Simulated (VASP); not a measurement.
Input of a VASP 6.6.1 run:

INCAR

```
  ALGO = Normal
  DIPOL = 0.5 0.5 0.491
  EDIFF = 1E-6
  ENCUT = 910
  GGA = PE
  GGA_COMPAT = False
  IDIPOL = 3
  ISIF = 2
  ISMEAR = 0
  IVDW = 12
  LASPH = True
  LCHARG = False
  LDIPOL = True
  LREAL = False
  LWAVE = False
  NBANDS = 29
  NELM = 120
  NELMDL = -8
  PREC = Accurate
  SIGMA = 0.1
```

File KPOINTS:

```
k-points
0
Gamma
  12 12 1
```

POSCAR

```
C8O
1.0
    2.4649796670      0.0000000000      0.0000000000
   -1.2324898335      2.1347350114      0.0000000000
    0.0000000000      0.0000000000     29.1076495408
C O
8 1
Direct
    0.0000000000      0.0000000000      0.2920194646
    0.6666666667      0.3333333333      0.2920194566
    0.0000000000      0.0000000000      0.4077696707
    0.3333333333      0.6666666667      0.4077696627
    0.0000000000      0.0000000000      0.5232783496
    0.6666666667      0.3333333333      0.5233236383
    0.0000000000      0.0000000000      0.6467595982
    0.3333333333      0.6666666667      0.6345747439
    0.0000000000      0.0000000000      0.6943088162
```

Potentials or basis: VASP PAW PBE potentials, release 64 (C_h, O_h).

The run is started by

```console
$ cat potpaw_PBE.64/C_h/POTCAR potpaw_PBE.64/O_h/POTCAR > POTCAR
$ mpirun -np 1 vasp_std > vasp.out
```

(1) What does it give for the largest force?

(2) Estimate the dispersion energy per atom.

(3) Estimate the band gap on the k mesh.

## Answers

(1) 0.046 eV/Å.

(2) -0.133 eV.

(3) zero (bands 19 and 20 overlap by 0.63 eV).
